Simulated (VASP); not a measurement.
Here is a VASP 6.6.1 calculation.

Contents of INCAR:

```
ALGO     = Normal         # electronic algorithm
EDIFF    = 1E-6           # SCF threshold, eV
ENCUT    = 520            # plane-wave cutoff, eV
GGA      = PE             # functional
ISIF     = 2              # what is computed and relaxed
ISMEAR   = 0              # smearing method
LASPH    = T              # aspherical terms in the spheres
LCHARG   = F              # write CHGCAR
LREAL    = F              # projectors in reciprocal space
LWAVE    = F              # write WAVECAR
NBANDS   = 16             # bands
NELM     = 60             # most SCF steps
PREC     = Accurate       # precision mode
SIGMA    = 0.05           # smearing width, eV
```

File KPOINTS:

```
k-points
0
Gamma
  12 12 6
```

The input POSCAR:

```
Si
1.0
    3.7865833161      0.0000000000      0.0000000000
   -1.8932916580      3.2792773453      0.0000000000
    0.0000000000      0.0000000000      6.5833537533
Si
4
Direct
    0.3333333333      0.6666666667      0.0487915372
    0.6666666667      0.3333333333      0.5487915372
    0.3333333333      0.6666666667      0.4512084628
    0.6666666667      0.3333333333      0.9512084628
```

Potentials or basis: VASP PAW PBE potentials, release 64 (Si).

Launch:

```console
$ cat potpaw_PBE.64/Si/POTCAR > POTCAR
$ mpirun -np 1 vasp_std > vasp.out
```

Q: Estimate the largest force.

A: 1.887 eV/Å.

Q: Predict the band gap on the k mesh.

A: Zero (bands 8 and 9 overlap by 0.16 eV).

Q: What does it give for the pressure?

A: 2.7 GPa.

Forces on the atoms (eV/Å):
```
Si   0.000  0.000  1.887
Si   0.000  0.000  1.887
Si   0.000  0.000 -1.887
Si   0.000  0.000 -1.887
```

Caveat: semilocal functionals underestimate gaps, so a narrow gap can read as zero; forces of over 1 eV/Å act on the atoms, so gaps and moduli don't describe the material at rest.
